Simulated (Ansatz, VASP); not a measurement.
## Mg2Sn in VASP and in Ansatz

Contents of INCAR:

```
SYSTEM = Mg2Sn
PREC = Accurate
ENCUT = 520
EDIFF = 1E-8
ISMEAR = -1
SIGMA = 0.08
LREAL = .FALSE.
LASPH = .TRUE.
NELM = 120
ALGO = Normal
ISIF = 2
LWAVE = .FALSE.
LCHARG = .FALSE.
GGA = CA
LEFG = .TRUE.
NBANDS = 16
GGA_COMPAT = .FALSE.
```

Contents of KPOINTS:

```
regular mesh
0
G
  11 11 11
  0 0 0
```

The input POSCAR:

```
Mg2Sn
1.0
    0.0000000000      3.3795000000      3.3795000000
    3.3795000000      0.0000000000      3.3795000000
    3.3795000000      3.3795000000      0.0000000000
Mg Sn
2 1
Direct
    0.2500000000      0.2500000000      0.2500000000
    0.7500000000      0.7500000000      0.7500000000
    0.0000000000      0.0000000000      0.0000000000
```

Input for Ansatz:

```yaml
crystal:
  lattice:
    - [0.0, 3.3795, 3.3795]
    - [3.3795, 0.0, 3.3795]
    - [3.3795, 3.3795, 0.0]
  atoms:
    - { symbol: Mg, position: [0.25, 0.25, 0.25] }
    - { symbol: Mg, position: [0.75, 0.75, 0.75] }
    - { symbol: Sn, position: [0.0, 0.0, 0.0] }
kpoints:
  mp_grid: { grid: [11, 11, 11] }
  band_path:
    path:
      - [0.0, 0.0, 0.0]
      - [0.5, 0.0, 0.5]
      - [0.625, 0.25, 0.625]
      - [0.375, 0.375, 0.75]
      - [0.0, 0.0, 0.0]
      - [0.5, 0.5, 0.5]
      - [0.5, 0.25, 0.75]
      - [0.5, 0.0, 0.5]
    npoints: 8
scf:
  occupations: { method: fermi_dirac, width: 0.08 }
hamiltonian:
  xc: lda
  pseudopotentials: { kind: all_electron, datasets: crystal }
output:
  forces: true
  stress: true
  eigenvalues: true
  efg: { contact_densities: true }
```

Alike in both runs: task electric field gradients; functional LDA; k mesh 11 × 11 × 11; occupations fermi-dirac, width 0.08 eV; no spin polarisation.

|  | VASP | Ansatz |
| --- | --- | --- |
| version | VASP 6.6.1 | Ansatz 0.2.0 |
| potentials or method | VASP PAW LDA potentials, release 64 (Mg, Sn_d), cutoff 520 eV | all-electron PAW with datasets made for the crystal, scalar-relativistic |

```tsv
	VASP	Ansatz	Ansatz less VASP
pressure (GPa)	-2.1	-1.8	+0.29
```

LDA's correlation is that of Perdew and Zunger in VASP and of Perdew and Wang (1992) in Ansatz. Ansatz ran all-electron here, and VASP with PAW potentials.
